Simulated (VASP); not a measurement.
# ZnS (F-43m) in VASP: further runs, part 2 of 2

VASP 6.6.1. The steps go on from the part before.

### 4 Electric field gradients, PBEsol

This run uses another cell than the first one: it holds 16 atoms, not 8.

The input, INCAR:

```
SYSTEM = ZnS
PREC = Accurate
ENCUT = 520
EDIFF = 1E-8
ISMEAR = 0
SIGMA = 0.01
LREAL = Auto
LASPH = .TRUE.
NELM = 80
ALGO = Normal
ISIF = 2
LWAVE = .FALSE.
LCHARG = .FALSE.
GGA = PS
LEFG = .TRUE.
NBANDS = 86
```

The input, KPOINTS:

```
regular mesh
0
G
  4 4 4
  0 0 0
```

The input, POSCAR:

```
ZnS
1.0
    0.0000000000      5.4040000000      5.4040000000
    5.4040000000      0.0000000000      5.4040000000
    5.4040000000      5.4040000000      0.0000000000
Zn S
8 8
Direct
    0.1250000000      0.1250000000      0.1250000000
    0.1250000000      0.1250000000      0.6250000000
    0.1250000000      0.6250000000      0.1250000000
    0.1250000000      0.6250000000      0.6250000000
    0.6250000000      0.1250000000      0.1250000000
    0.6250000000      0.1250000000      0.6250000000
    0.6250000000      0.6250000000      0.1250000000
    0.6250000000      0.6250000000      0.6250000000
    0.0000000000      0.0000000000      0.0000000000
    0.0000000000      0.0000000000      0.5000000000
    0.0000000000      0.5000000000      0.0000000000
    0.0000000000      0.5000000000      0.5000000000
    0.5000000000      0.0000000000      0.0000000000
    0.5000000000      0.0000000000      0.5000000000
    0.5000000000      0.5000000000      0.0000000000
    0.5000000000      0.5000000000      0.5000000000
```

Potentials or basis: VASP PAW PBE potentials, release 64 (Zn, S).

Started as:

```sh
> cat potpaw_PBE.64/Zn/POTCAR potpaw_PBE.64/S/POTCAR > POTCAR
> mpirun -np 1 vasp_std > vasp.out
```

OUTCAR:

```text
SYSTEM = ZnS
   PREC = Accurate
   ENCUT = 520
   EDIFF = 1E-8
   ISMEAR = 0
   LREAL = Auto
   LASPH = .TRUE.
   NELM = 80
   ISIF = 2
   GGA = PS

 ion  position               nearest neighbor table
   1  0.125  0.125  0.125-   9 2.34  10 2.34  11 2.34  13 2.34
   2  0.125  0.125  0.625-   9 2.34  10 2.34  12 2.34  14 2.34
   3  0.125  0.625  0.125-   9 2.34  11 2.34  12 2.34  15 2.34
   4  0.125  0.625  0.625-  10 2.34  11 2.34  12 2.34  16 2.34
   5  0.625  0.125  0.125-   9 2.34  13 2.34  14 2.34  15 2.34
   6  0.625  0.125  0.625-  10 2.34  13 2.34  14 2.34  16 2.34
[... 8 lines left out ...]
  15  0.500  0.500  0.000-   3 2.34   5 2.34   7 2.34   8 2.34
  16  0.500  0.500  0.500-   4 2.34   6 2.34   7 2.34   8 2.34
[... 6 lines left out ...]
 A1 = (   0.0000000000,   5.4040000000,   5.4040000000)
 A2 = (   5.4040000000,   0.0000000000,   5.4040000000)
 A3 = (   5.4040000000,   5.4040000000,   0.0000000000)

Analysis of symmetry for initial positions (statically):
=====================================================================
 Subroutine PRICEL returns following result:

  LATTYP: Found a face centered cubic cell.
 ALAT       =     5.4040000000

  Lattice vectors:

 A1 = (   0.0000000000,   2.7020000000,   2.7020000000)
 A2 = (   2.7020000000,   0.0000000000,   2.7020000000)
 A3 = (   2.7020000000,   2.7020000000,   0.0000000000)

   8 primitive cells build up your supercell.

 Routine SETGRP: Setting up the symmetry group for a
 face centered cubic supercell.

 Subroutine GETGRP returns: Found 24 space group operations
 (whereof 24 operations were pure point group operations)
 out of a pool of 48 trial point group operations.

The static configuration has the point symmetry T_d .

Analysis of symmetry for dynamics (positions and initial velocities):
[... 869 lines left out ...]
  energy-cutoff  :      520.00
  volume of cell :      315.63
      direct lattice vectors                 reciprocal lattice vectors
     0.000000000  5.404000000  5.404000000    -0.092524056  0.092524056  0.092524056
     5.404000000  0.000000000  5.404000000     0.092524056 -0.092524056  0.092524056
     5.404000000  5.404000000  0.000000000     0.092524056  0.092524056 -0.092524056

 POSITION                                       TOTAL-FORCE (eV/Angst)
 -----------------------------------------------------------------------------------
      1.35100      1.35100      1.35100         0.000000     -0.000000     -0.000000
      4.05300      4.05300      1.35100         0.000000      0.000000      0.000000
      4.05300      1.35100      4.05300         0.000000      0.000000      0.000000
      6.75500      4.05300      4.05300         0.000000      0.000000      0.000000
      1.35100      4.05300      4.05300         0.000000     -0.000000      0.000000
      4.05300      6.75500      4.05300         0.000000      0.000000      0.000000
[... 8 lines left out ...]
      2.70200      2.70200      5.40400        -0.000000      0.000000     -0.000000
      5.40400      5.40400      5.40400         0.000000     -0.000000     -0.000000
 -----------------------------------------------------------------------------------
    total drift:                               -0.000001     -0.000001     -0.000001

  FREE ENERGIE OF THE ION-ELECTRON SYSTEM (eV)
  ---------------------------------------------------
  free  energy   TOTEN  =       -60.6746757440 eV

  energy  without entropy=      -60.6746757440  energy(sigma->0) =      -60.67467574

 Electric field gradients (V/A^2)
---------------------------------------------------------------------
 ion       V_xx      V_yy      V_zz      V_xy      V_xz      V_yz
---------------------------------------------------------------------
   1      -0.000     0.000    -0.000     0.003     0.003     0.003
   2      -0.000     0.000    -0.000     0.003     0.003     0.003
   3      -0.000     0.000    -0.000     0.003     0.003     0.003
   4      -0.000     0.000    -0.000     0.003     0.003     0.003
   5      -0.000     0.000    -0.000     0.003     0.003     0.003
   6      -0.000    -0.000    -0.000     0.003     0.003     0.003
[... 8 lines left out ...]
  15       0.000     0.000     0.000     0.000     0.000     0.000
  16      -0.000     0.000     0.000     0.000     0.000     0.000
---------------------------------------------------------------------

 Electric field gradients after diagonalization (V/A^2)
 (convention: |V_zz| > |V_xx| > |V_yy|)
----------------------------------------------------------------------
 ion       V_xx      V_yy      V_zz     asymmetry (V_yy - V_xx)/ V_zz
----------------------------------------------------------------------
   1      -0.003    -0.003     0.006       0.000
   2      -0.003    -0.003     0.006       0.000
   3      -0.003    -0.003     0.006       0.000
   4      -0.003    -0.003     0.006       0.000
   5      -0.003    -0.003     0.006       0.000
   6      -0.003    -0.003     0.006       0.000
[... 8 lines left out ...]
  15      -0.000    -0.000     0.000       0.000
  16      -0.000    -0.000     0.000       0.000
----------------------------------------------------------------------

           NMR quadrupolar parameters

 Cq : quadrupolar parameter    Cq=e*Q*V_zz/h
 eta: asymmetry parameters     (V_yy - V_xx)/ V_zz
 Q  : nuclear electric quadrupole moment in mb (millibarn)
----------------------------------------------------------------------
 ion       Cq(MHz)       eta       Q (mb)
----------------------------------------------------------------------
   1       0.000       0.000       1.000
   2       0.000       0.000       1.000
   3       0.000       0.000       1.000
   4       0.000       0.000       1.000
   5       0.000       0.000       1.000
   6       0.000       0.000       1.000
[... 8 lines left out ...]
  15       0.000       0.000       1.000
  16       0.000       0.000       1.000
----------------------------------------------------------------------
```

Wall time 15 min (1 thread of Intel Xeon 8259CL, shared host); peak memory 0.54 GiB.

What came out:

- Free energy: -60.6747 eV
- Pressure: -1.8 GPa
- Band gap on the k mesh: 1.98 eV
- Largest electric field gradient by atom: zero within the noise of the run

Caveat: the PAW data sets were made with another functional, which shifts forces and pressure a little. A hybrid or GW would open this gap; PBEsol tends to underestimate it.

### 5 Electric field gradients, PBEsol

This run uses another cell than the first one: it holds 16 atoms, not 8.

The input, INCAR:

```
ALGO     = Normal         # electronic algorithm
EDIFF    = 1E-8           # SCF threshold, eV
ENCUT    = 520            # plane-wave cutoff, eV
GGA      = PS             # functional
ISIF     = 2              # what is computed and relaxed
ISMEAR   = 0              # smearing method
LASPH    = T              # aspherical terms in the spheres
LCHARG   = F              # write CHGCAR
LEFG     = T            
LREAL    = Auto         
LWAVE    = F              # write WAVECAR
NBANDS   = 86             # bands
NELM     = 100            # most SCF steps
PREC     = Accurate       # precision mode
SIGMA    = 0.01           # smearing width, eV
```

The input, KPOINTS:

```
k-points
0
Gamma
  4 4 4
```

POSCAR is that of step 4.

Potentials or basis: VASP PAW PBE potentials, release 64 (Zn, S).

Started as:

```sh
> cat potpaw_PBE.64/Zn/POTCAR potpaw_PBE.64/S/POTCAR > POTCAR
> mpirun -np 1 vasp_std > vasp.out
```

OUTCAR:

```text
EDIFF = 1E-8
   ENCUT = 520
   GGA = PS
   ISIF = 2
   ISMEAR = 0
   LASPH = T
   LREAL = Auto
   NELM = 100
   PREC = Accurate

 ion  position               nearest neighbor table
   1  0.125  0.125  0.125-   9 2.34  10 2.34  11 2.34  13 2.34
   2  0.125  0.125  0.625-   9 2.34  10 2.34  12 2.34  14 2.34
   3  0.125  0.625  0.125-   9 2.34  11 2.34  12 2.34  15 2.34
   4  0.125  0.625  0.625-  10 2.34  11 2.34  12 2.34  16 2.34
   5  0.625  0.125  0.125-   9 2.34  13 2.34  14 2.34  15 2.34
   6  0.625  0.125  0.625-  10 2.34  13 2.34  14 2.34  16 2.34
[... 8 lines left out ...]
  15  0.500  0.500  0.000-   3 2.34   5 2.34   7 2.34   8 2.34
  16  0.500  0.500  0.500-   4 2.34   6 2.34   7 2.34   8 2.34
[... 6 lines left out ...]
 A1 = (   0.0000000000,   5.4040000000,   5.4040000000)
 A2 = (   5.4040000000,   0.0000000000,   5.4040000000)
 A3 = (   5.4040000000,   5.4040000000,   0.0000000000)

Analysis of symmetry for initial positions (statically):
[... 950 lines left out ...]
 (convention: |V_zz| > |V_xx| > |V_yy|)
----------------------------------------------------------------------
 ion       V_xx      V_yy      V_zz     asymmetry (V_yy - V_xx)/ V_zz
----------------------------------------------------------------------
   1      -0.003    -0.003     0.006       0.000
   2      -0.003    -0.003     0.006       0.000
   3      -0.003    -0.003     0.006       0.000
   4      -0.003    -0.003     0.006       0.000
   5      -0.003    -0.003     0.006       0.000
   6      -0.003    -0.003     0.006       0.000
[... 8 lines left out ...]
  15      -0.000    -0.000     0.000       0.000
  16      -0.000    -0.000     0.000       0.000
----------------------------------------------------------------------

           NMR quadrupolar parameters

 Cq : quadrupolar parameter    Cq=e*Q*V_zz/h
 eta: asymmetry parameters     (V_yy - V_xx)/ V_zz
 Q  : nuclear electric quadrupole moment in mb (millibarn)
----------------------------------------------------------------------
 ion       Cq(MHz)       eta       Q (mb)
----------------------------------------------------------------------
   1       0.000       0.000       1.000
   2       0.000       0.000       1.000
   3       0.000       0.000       1.000
   4       0.000       0.000       1.000
   5       0.000       0.000       1.000
   6       0.000       0.000       1.000
[... 8 lines left out ...]
  15       0.000       0.000       1.000
  16       0.000       0.000       1.000
----------------------------------------------------------------------
```

OSZICAR:

```text
N       E                     dE             d eps       ncg     rms          rms(c)
DAV:   1     0.132399664882E+04    0.13240E+04   -0.63819E+04  1376   0.202E+03
DAV:   2     0.170889458293E+03   -0.11531E+04   -0.11070E+04  1376   0.500E+02
DAV:   3    -0.477489580827E+02   -0.21864E+03   -0.21003E+03  1498   0.184E+02
DAV:   4    -0.635311361220E+02   -0.15782E+02   -0.15666E+02  1592   0.500E+01
DAV:   5    -0.639000348831E+02   -0.36890E+00   -0.36805E+00  1552   0.777E+00    0.190E+01
DAV:   6    -0.605658087803E+02    0.33342E+01   -0.79494E+00  1978   0.471E+01    0.144E+01
DAV:   7    -0.607938191340E+02   -0.22801E+00   -0.92691E+00  1546   0.859E+00    0.639E+00
DAV:   8    -0.606752836134E+02    0.11854E+00   -0.63178E-01  1730   0.620E+00    0.234E+00
DAV:   9    -0.606735414275E+02    0.17422E-02   -0.13885E-01  1746   0.330E+00    0.472E-01
DAV:  10    -0.606741464801E+02   -0.60505E-03   -0.79084E-03  1554   0.644E-01    0.307E-01
DAV:  11    -0.606746420555E+02   -0.49558E-03   -0.12662E-03  1690   0.162E-01    0.887E-02
DAV:  12    -0.606746698401E+02   -0.27785E-04   -0.12332E-04  1576   0.131E-01    0.289E-02
DAV:  13    -0.606746749502E+02   -0.51101E-05   -0.25221E-05  1570   0.476E-02    0.113E-02
DAV:  14    -0.606746756715E+02   -0.72130E-06   -0.45444E-06  1520   0.853E-03    0.269E-03
DAV:  15    -0.606746757164E+02   -0.44965E-07   -0.10812E-07  1652   0.305E-03    0.151E-03
DAV:  16    -0.606746757506E+02   -0.34173E-07   -0.21038E-08   936   0.157E-03    0.198E-04
DAV:  17    -0.606746757440E+02    0.66393E-08   -0.17599E-08   856   0.638E-04
   1 F= -.60674676E+02 E0= -.60674676E+02  d E =-.274451E-50
```

Wall time 18 min (1 thread of Intel Xeon 8259CL, shared host); peak memory 0.55 GiB.

What came out:

```
Free energy                             : -60.6747 eV
Pressure                                : -1.8 GPa
Band gap on the k mesh                  : 1.98 eV
Largest electric field gradient by atom : zero within the noise of the run
```

Caveat: the PAW data sets were made with another functional, which shifts forces and pressure a little. PBEsol gaps usually lie below the measured ones, often by a third to a half.

### 6 The runs side by side

```csv
task,cell,k mesh,gap on the mesh (eV),pressure (GPa)
electric field gradients,"a = 5.404 Å, 8 atoms, atomic positions A",3 × 3 × 3,1.98,-1.8
dielectric tensor,"a = 3.821 Å, angles 60.0°, 2 atoms, atomic positions B",9 × 9 × 9,1.98,-
electric field gradients,"a = 7.642 Å, angles 60.0°, 16 atoms, atomic positions C",4 × 4 × 4,1.98,-1.8
```

Alike in all rows: level PBEsol; potentials or basis VASP PAW PBE potentials, release 64 (Zn, S); no spin polarisation; cutoff (eV) 520; smearing gaussian 0.01 eV.

Caveats: the PAW data sets were made with another functional, which shifts forces and pressure a little.

Total energies depend on the potentials used, so only differences within one code and one set of settings carry meaning.
